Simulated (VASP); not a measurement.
# GaO (P6_3/mmc) in VASP: a series of runs

GaO is run at these levels: PBE; tasks: relaxation of cell and atoms, single point.

All numbers are computed with VASP 6.6.1; they aren't measurements. Logs are shortened: lines on timing, memory, paths and dates and some standing lists are left out, and cuts for length are marked.

## 1. The cell of the first run

The structure is hexagonal, space group P6_3/mmc (No. 194). Conventional cell: a = 3.074 Å, b = 3.074 Å, c = 13.077 Å, α = 90.00°, β = 90.00°, γ = 120.00°. Within 2.5 Å of Ga (site symmetry 3m) lie 1 Ga at 1.91 Å and 3 O at 2.04 Å. Within 2.7 Å of O (site symmetry 3m) lie 3 Ga at 2.04 Å.

## 2. Relaxation of cell and atoms, PBE

INCAR

```
PREC = Accurate
ENCUT = 600
EDIFF = 1E-6
ISMEAR = 0
SIGMA = 0.1
LREAL = F
LASPH = T
NELM = 60
ALGO = Normal
ISIF = 3
LWAVE = F
LCHARG = F
GGA = PE
IBRION = 2
NSW = 100
EDIFFG = -0.05
```

KPOINTS

```
regular mesh
0
Gamma
  6 6 2
```

POSCAR

```
GaO
1.0
    3.0740076570      0.0000000000      0.0000000000
   -1.5370038285      2.6621687224      0.0000000000
    0.0000000000      0.0000000000     13.0772611570
Ga O
4 4
Direct
    0.3333333333      0.6666666667      0.1770000000
    0.6666666667      0.3333333333      0.6770000000
    0.3333333333      0.6666666667      0.3230000000
    0.6666666667      0.3333333333      0.8230000000
    0.3333333333      0.6666666667      0.6000000000
    0.6666666667      0.3333333333      0.1000000000
    0.3333333333      0.6666666667      0.9000000000
    0.6666666667      0.3333333333      0.4000000000
```

Potentials or basis: VASP PAW PBE potentials, release 64 (Ga_d, O).

Command:

```sh
> cat potpaw_PBE.64/Ga_d/POTCAR potpaw_PBE.64/O/POTCAR > POTCAR
> mpirun -np 1 vasp_std > vasp.out
```

OUTCAR:

```text
PREC = Accurate
   ENCUT = 600
   EDIFF = 1E-6
   ISMEAR = 0
   LREAL = F
   LASPH = T
   NELM = 60
   ISIF = 3
   GGA = PE
   IBRION = 2
   NSW = 100
   EDIFFG = -0.05

 ion  position               nearest neighbor table
   1  0.333  0.667  0.177-   3 1.91   6 2.04   6 2.04   6 2.04
   2  0.667  0.333  0.677-   4 1.91   5 2.04   5 2.04   5 2.04
   3  0.333  0.667  0.323-   1 1.91   8 2.04   8 2.04   8 2.04
   4  0.667  0.333  0.823-   2 1.91   7 2.04   7 2.04   7 2.04
   5  0.333  0.667  0.600-   2 2.04   2 2.04   2 2.04
   6  0.667  0.333  0.100-   1 2.04   1 2.04   1 2.04
   7  0.333  0.667  0.900-   4 2.04   4 2.04   4 2.04
   8  0.667  0.333  0.400-   3 2.04   3 2.04   3 2.04

  LATTYP: Found a hexagonal cell.
 ALAT       =     3.0740076570
 C/A-ratio  =     4.2541407232

  Lattice vectors:

 A1 = (   3.0740076570,   0.0000000000,   0.0000000000)
 A2 = (  -1.5370038285,   2.6621687224,   0.0000000000)
 A3 = (   0.0000000000,   0.0000000000,  13.0772611570)

Analysis of symmetry for initial positions (statically):
=====================================================================
 Subroutine PRICEL returns:
 Original cell was already a primitive cell.

 Routine SETGRP: Setting up the symmetry group for a
 hexagonal supercell.

 Subroutine GETGRP returns: Found 24 space group operations
 (whereof 12 operations were pure point group operations)
 out of a pool of 24 trial point group operations.

The static configuration has the point symmetry D_3d.
 The point group associated with its full space group is D_6h.

Analysis of symmetry for dynamics (positions and initial velocities):
=====================================================================
 Subroutine PRICEL returns:
 Original cell was already a primitive cell.

 Routine SETGRP: Setting up the symmetry group for a
 hexagonal supercell.

 Subroutine GETGRP returns: Found 24 space group operations
 (whereof 12 operations were pure point group operations)
 out of a pool of 24 trial point group operations.

The dynamic configuration has the point symmetry D_3d.
 The point group associated with its full space group is D_6h.

 Subroutine INISYM returns: Found 24 space group operations
 (whereof 12 operations are pure point group operations),
 and found     1 'primitive' translations

----------------------------------------------------------------------------------------

                                     Primitive cell

  volume of cell :     107.0181

  direct lattice vectors                    reciprocal lattice vectors
     3.074007657  0.000000000  0.000000000     0.325308233  0.187816796  0.000000000
    -1.537003829  2.662168722  0.000000000     0.000000000  0.375633592  0.000000000
     0.000000000  0.000000000 13.077261157     0.000000000  0.000000000  0.076468611

  length of vectors
     3.074007657  3.074007657 13.077261157     0.375633592  0.375633592  0.076468611

  position of ions in fractional coordinates (direct lattice)
     0.333333333  0.666666667  0.177000000
     0.666666667  0.333333333  0.677000000
     0.333333333  0.666666667  0.323000000
     0.666666667  0.333333333  0.823000000
     0.333333333  0.666666667  0.600000000
     0.666666667  0.333333333  0.100000000
     0.333333333  0.666666667  0.900000000
     0.666666667  0.333333333  0.400000000

  ion indices of the primitive-cell ions
   primitive index   ion index
                 1           1
                 2           2
                 3           3
                 4           4
                 5           5
                 6           6
                 7           7
                 8           8

----------------------------------------------------------------------------------------

 KPOINTS: regular mesh

Automatic generation of k-mesh.
 Grid dimensions read from file:
 generate k-points for:    6    6    2

 Generating k-lattice:

  Cartesian coordinates                     Fractional coordinates (reciprocal lattice)
     0.054218039  0.031302799  0.000000000     0.166666667 -0.000000000  0.000000000
     0.000000000  0.062605599  0.000000000     0.000000000  0.166666667  0.000000000
     0.000000000  0.000000000  0.038234306     0.000000000  0.000000000  0.500000000

  Length of vectors
     0.062605599  0.062605599  0.038234306

  Shift w.r.t. Gamma in fractional coordinates (k-lattice)
     0.000000000  0.000000000  0.000000000

 Subroutine IBZKPT returns following result:
 ===========================================

 Found     14 irreducible k-points:

 Following reciprocal coordinates:
            Coordinates               Weight
  0.000000  0.000000  0.000000      1.000000
  0.166667  0.000000  0.000000      6.000000
  0.333333  0.000000  0.000000      6.000000
  0.500000  0.000000  0.000000      3.000000
  0.166667  0.166667  0.000000      6.000000
  0.333333  0.166667  0.000000     12.000000
  0.333333  0.333333  0.000000      2.000000
  0.000000  0.000000  0.500000      1.000000
  0.166667  0.000000  0.500000      6.000000
  0.333333  0.000000  0.500000      6.000000
  0.500000  0.000000  0.500000      3.000000
  0.166667  0.166667  0.500000      6.000000
  0.333333  0.166667  0.500000     12.000000
  0.333333  0.333333  0.500000      2.000000
   k-points           NKPTS =     14   k-points in BZ     NKDIM =     14   number of bands    NBANDS=     45
   number of dos      NEDOS =    301   number of ions     NIONS =      8
   total plane-waves  NPLWV =  84672
   dimension x,y,z NGX =    28 NGY =   28 NGZ =  108
   dimension x,y,z NGXF=    56 NGYF=   56 NGZF=  216
   ions per type =               4   4
   NGX,Y,Z   is equivalent  to a cutoff of  15.14, 15.14, 13.73 a.u.
   NGXF,Y,Z  is equivalent  to a cutoff of  30.29, 30.29, 27.46 a.u.
 SYSTEM =  unknown system
   PREC   = accura    normal or accurate (medium, high low for compatibility)
   ISTART =      0    job   : 0-new  1-cont  2-samecut
   ICHARG =      2    charge: 1-file 2-atom 10-const
   ISPIN  =      1    spin polarized calculation?
   LNONCOLLINEAR =      F non collinear calculations
   LSORBIT =      F    spin-orbit coupling
   LASPH  =      T    aspherical Exc in radial PAW
   ENCUT  =  600.0 eV  44.10 Ry    6.64 a.u.   6.14  6.14 26.12*2*pi/ulx,y,z
   NELM   =     60;   NELMIN=  2; NELMDL= -5     # of ELM steps
   EDIFF  = 0.1E-05   stopping-criterion for ELM
   LREAL  =      F    real-space projection
   EDIFFG = -.5E-01   stopping-criterion for IOM
   NSW    =    100    number of steps for IOM
   IBRION =      2    ionic relax: 0-MD 1-quasi-New 2-CG
   NFREE  =      1    steps in history (QN), initial steepest desc. (CG)
   ISIF   =      3    stress and relaxation
   ISYM   =      2    0-nonsym 1-usesym 2-fastsym
   POTIM  = 0.5000    time-step for ionic-motion
   TEBEG  =    0.0;   TEEND  =   0.0 temperature during run
   PSTRESS=    0.0 pullay stress
   NELECT =      76.0000    total number of electrons
   NUPDOWN=      -1.0000    fix difference up-down
   EMIN   =  10.00;   EMAX   =-10.00  energy-range for DOS
   EFERMI =   0.00;   METHOD = LEGACY
   ISMEAR =     0;   SIGMA  =   0.10  broadening in eV -4-tet -1-fermi 0-gaus
   EFERMI_NEDOS =   21; number of points for ismear=-14 and -15
   IALGO  =     38    algorithm
   IMIX   =      4    mixing-type and parameters
     AMIX     =   0.40;   BMIX     =  1.00
     AMIX_MAG =   1.60;   BMIX_MAG =  1.00
  volume/ion in A,a.u.               =      13.38        90.27
  Fermi-wavevector in a.u.,A,eV,Ry     =   1.460585  2.760106 29.025436  2.133309
  Thomas-Fermi vector in A             =   2.577017
   LORBIT       =      0    0 simple, 1 ext, 2 COOP (PROOUT), +10 PAW based schemes
   GGA     = PE    functional components
   LHFCALC =     F    Hartree Fock is set to
   AEXX    =    0.0000 exact exchange contribution
   IVDW    =     0    specifies the selected vdW correction
   LEPSILON=     F    determine dielectric tensor
   LRPA    =     F    only Hartree local field effects (RPA)
 conjugate gradient relaxation of ions
 non-spin polarized calculation
 Gauss-broadening in eV      SIGMA  =   0.10
  energy-cutoff  :      600.00
  volume of cell :      107.02
 maximum number of plane-waves:      3608
 NGX is ok and might be reduce to    28
   NGX = 13   NGY = 13   NGZ = 53

--------------------------------------- Ionic step        1  -------------------------------------------

 number of electron      76.0000012 magnetization

 Free energy of the ion-electron system (eV)
  ---------------------------------------------------
  ext. energy  EPLUGINS =         0.00000000
  ---------------------------------------------------
  free energy    TOTEN  =       -36.97781271 eV

  energy without entropy =      -36.97781271  energy(sigma->0) =      -36.97781271

------------------------ aborting loop because EDIFF is reached ----------------------------------------

  FORCE on cell =-STRESS in cart. coord.  units (eV):
  Direction    XX          YY          ZZ          XY          YZ          ZX
  --------------------------------------------------------------------------------------
  -------------------------------------------------------------------------------------
  Total       -4.0081193     -4.0081193     33.4585019      0.0000000     -0.0000000     -0.0000000
  in kB      -60.0058929    -60.0058929    500.9100617      0.0000000     -0.0000000     -0.0000000
  external PRESSURE =     126.9660920 kB  Pullay stress =       0.0000000 kB
[... 69 lines left out ...]
  energy  without entropy=      -34.6608221996  energy(sigma->0) =      -34.67878333

--------------------------------------- Ionic step        3  -------------------------------------------

 number of electron      76.0000004 magnetization

 E-fermi :   5.0018     XC(G=0):  -9.9861

 val. band max:        5.0009395251   @ k =   0.3333   0.1667   0.0000
 cond. band min:       5.0247098104   @ k =   0.5000   0.0000   0.0000
 fundamental gap:      0.0237702854
 Fermi energy:         5.0018162193

 k-point     1 :       0.0000    0.0000    0.0000
  band No.  band energies     occupation
      1     -17.8367      2.00000
      2     -17.8240      2.00000
      3     -17.7854      2.00000
      4     -17.7726      2.00000
      5     -11.4531      2.00000
      6     -11.4531      2.00000
[... 696 lines left out ...]
  FREE ENERGIE OF THE ION-ELECTRON SYSTEM (eV)
  ---------------------------------------------------
  free  energy   TOTEN  =       -38.0351855358 eV

  energy  without entropy=      -38.0045508495  energy(sigma->0) =      -38.01986819

[... ionic steps 4 to 10 ...]

--------------------------------------- Ionic step       11  -------------------------------------------

 number of electron      76.0000010 magnetization

------------------------ aborting loop because EDIFF is reached ----------------------------------------

  FORCE on cell =-STRESS in cart. coord.  units (eV):
  Direction    XX          YY          ZZ          XY          YZ          ZX
  --------------------------------------------------------------------------------------
  -------------------------------------------------------------------------------------
  Total       -0.0298867     -0.0298867     -0.4649911     -0.0000000      0.0000000      0.0000000
  in kB       -0.4181965     -0.4181965     -6.5064939     -0.0000000      0.0000000      0.0000000
  external PRESSURE =      -2.4476290 kB  Pullay stress =       0.0000000 kB
[... 69 lines left out ...]
  energy  without entropy=      -42.9515212822  energy(sigma->0) =      -42.95152128

--------------------------------------- Ionic step       13  -------------------------------------------

 number of electron      76.0000008 magnetization

 Free energy of the ion-electron system (eV)
  ---------------------------------------------------
  ext. energy  EPLUGINS =         0.00000000
  ---------------------------------------------------
  free energy    TOTEN  =       -42.95247919 eV

  energy without entropy =      -42.95247919  energy(sigma->0) =      -42.95247919

 E-fermi :   3.2030     XC(G=0): -10.2382

 val. band max:        2.7380160784   @ k =   0.1667   0.0000   0.0000
 cond. band min:       3.8591984376   @ k =   0.0000   0.0000   0.0000
 fundamental gap:      1.1211823592
 Fermi energy:         3.2030216517

 k-point     1 :       0.0000    0.0000    0.0000
  band No.  band energies     occupation
      1     -15.9797      2.00000
      2     -15.9137      2.00000
      3     -15.8818      2.00000
      4     -15.8137      2.00000
      5     -10.9785      2.00000
      6     -10.9785      2.00000
[... 696 lines left out ...]
  FREE ENERGIE OF THE ION-ELECTRON SYSTEM (eV)
  ---------------------------------------------------
  free  energy   TOTEN  =       -42.9524791931 eV

  energy  without entropy=      -42.9524791931  energy(sigma->0) =      -42.95247919

 reached required accuracy - stopping structural energy minimisation
```

It took 25 min on 1 thread of Intel Xeon 8259CL, shared host; peak memory 0.32 GiB.

What came out:

* Free energy: -42.9525 eV
* Relaxed volume: 14.28 Å³/atom
* Relaxed cell: a = 3.110 Å, b = 3.110 Å, c = 13.642 Å, α = 90.00°, β = 90.00°, γ = 120.00°
* Space group after relaxing (to 0.1 Å): P6_3/mmc (No. 194)
* Energy gained by relaxing: 746.8 meV/atom
* Ionic steps: 13
* Pressure after relaxing: 0.0 GPa
* Largest force after relaxing: 0.014 eV/Å
* Band gap on the k mesh: 1.12 eV (least direct gap 1.23 eV)

Forces in eV/Å, atoms in the order of the input:
```
Ga   0.000  0.000  0.014
Ga   0.000  0.000  0.014
Ga   0.000  0.000 -0.014
Ga   0.000  0.000 -0.014
O    0.000  0.000  0.004
O    0.000  0.000  0.004
O    0.000  0.000 -0.004
O    0.000  0.000 -0.004
```

Stress tensor (GPa, compression positive):
```
 0.05  0.00  0.00
 0.00  0.05  0.00
 0.00  0.00 -0.13
```

The path:
```csv
step,energy change (eV),largest force (eV/Å),pressure (GPa),volume (Å³)
1,0.0000,13.9168,12.70,107.02
2,2.2811,3.6936,35.93,122.47
3,-1.0574,3.9792,24.34,119.02
4,-3.4959,3.7491,14.17,116.31
5,-5.8685,0.6168,3.70,111.75
6,-5.9058,0.3100,2.91,110.93
7,-5.9114,0.0799,3.11,111.16
8,-5.9108,0.1364,3.03,111.08
9,-5.9577,0.3059,-0.96,114.65
10,-5.9582,0.2894,-0.64,114.33
11,-5.9737,0.0491,-0.24,114.50
12,-5.9737,0.0572,-0.20,114.50
13,-5.9747,0.0140,-0.01,114.26
```

Final structure:
```
Ga O
1.0
     3.10989    0.00000    0.00000
    -1.55495    2.69325    0.00000
     0.00000    0.00000   13.64227
Ga O
4 4
Direct
  0.33333 0.66667 0.15810
  0.66667 0.33333 0.65810
  0.33333 0.66667 0.34190
  0.66667 0.33333 0.84190
  0.33333 0.66667 0.60474
  0.66667 0.33333 0.10474
  0.33333 0.66667 0.89526
  0.66667 0.33333 0.39526
```

Levels at points of the mesh, in eV from the valence-band top:
| k point | band 35 | band 36 | band 37 | band 38 | band 39 | band 40 | band 41 | band 42 |
| --- | --- | --- | --- | --- | --- | --- | --- | --- |
| (0.00, 0.00, 0.00) | -2.01 | -2.01 | -1.15 | -0.11 | 1.12 | 2.01 | 4.38 | 4.70 |
| (0.50, 0.00, 0.00) | -2.40 | -2.20 | -0.47 | -0.21 | 2.65 | 2.98 | 5.27 | 5.31 |
| (0.00, 0.00, 0.50) | -2.03 | -2.03 | -0.67 | -0.67 | 1.63 | 1.63 | 4.55 | 4.55 |
| (0.50, 0.00, 0.50) | -2.29 | -2.29 | -0.34 | -0.34 | 2.81 | 2.81 | 5.31 | 5.31 |

A k mesh can miss the band edges.

(Part 1 of 2 ends here.)
